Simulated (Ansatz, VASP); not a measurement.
## ZrC: VASP beside Ansatz

The input INCAR:

```
SYSTEM = ZrC
ALGO = Normal
EDIFF = 1E-6
ENCUT = 520
GGA = PS
ISIF = 2
ISMEAR = -1
LASPH = .True.
LCHARG = .True.
LDAU = .True.
LDAUJ = 0 0
LDAUL = 2 -1
LDAUPRINT = 1
LDAUTYPE = 2
LDAUU = 2 0
LELF = .True.
LMAXMIX = 4
LREAL = .False.
LVHAR = .True.
LWAVE = .False.
NBANDS = 24
NELM = 150
PREC = Accurate
SIGMA = 0.05
```

File KPOINTS:

```
k-points
0
Gamma
  9 9 5
  0 0 0
```

File POSCAR:

```
ZrC
1.0
    3.3914762718      0.0000000000      0.0000000000
   -1.6957381359      2.9371046077      0.0000000000
    0.0000000000      0.0000000000      5.2900530000
Zr C
2 2
Direct
    0.6666666667      0.3333333333      0.7500000000
    0.3333333333      0.6666666667      0.2500000000
    0.0000000000      0.0000000000      0.5000000000
    0.0000000000      0.0000000000      0.0000000000
```

The input input.yaml:

```yaml
crystal:
  lattice:
    - [3.3914762718, 0.0, 0.0]
    - [-1.6957381359, 2.9371046077, 0.0]
    - [0.0, 0.0, 5.290053]
  atoms:
    - { symbol: Zr, position: [0.6666666667, 0.3333333333, 0.75] }
    - { symbol: Zr, position: [0.3333333333, 0.6666666667, 0.25] }
    - { symbol: C, position: [0.0, 0.0, 0.5] }
    - { symbol: C, position: [0.0, 0.0, 0.0] }
hamiltonian:
  xc: pbesol
  pseudopotentials: { kind: paw }
  hubbard: { sites: [{ species: Zr, l: d, u_eff: 2.0 }] }
kpoints:
  mp_grid: { grid: [9, 9, 5] }
scf:
  occupations: { method: fermi_dirac, width: 0.05 }
  n_extra_bands: 10
output:
  forces: true
  stress: true
  eigenvalues: true
  dos: { projected: true, de: 0.05, nscf_kmesh: { grid: [14, 14, 8] } }
  write_density: true
  write_potential: true
  elf: true
  volumetric_format: npy
```

Alike in both runs: functional PBEsol; k mesh 9 × 9 × 5; occupations fermi-dirac, width 0.05 eV; no spin polarisation; Hubbard terms Zr d U = 2.0 eV.

|  | VASP | Ansatz |
| --- | --- | --- |
| version | VASP 6.6.1 | Ansatz 0.2.0 |
| potentials or method | VASP PAW PBE potentials, release 64 (Zr_sv, C) | Ansatz PAW |
| plane-wave cutoff (eV) | 520 | 420 |
| valence electrons in the cell | 32 | 32 |
| task | single point | projected density of states |

```tsv
	VASP	Ansatz	Ansatz less VASP
gap on the k mesh at the Fermi level (eV)	none	none	-
pressure (GPa)	-2.1	-5.5	-3.44
traceless stress, the component that is largest in VASP (GPa)	1.89	2.55	+0.658
```

VASP's potentials were made for PBE, not for PBEsol. The programs project onto different local orbitals, so the same U acts differently, and such runs can settle in different states. A gap of «none» marks a metal or a gap that the smearing closes.
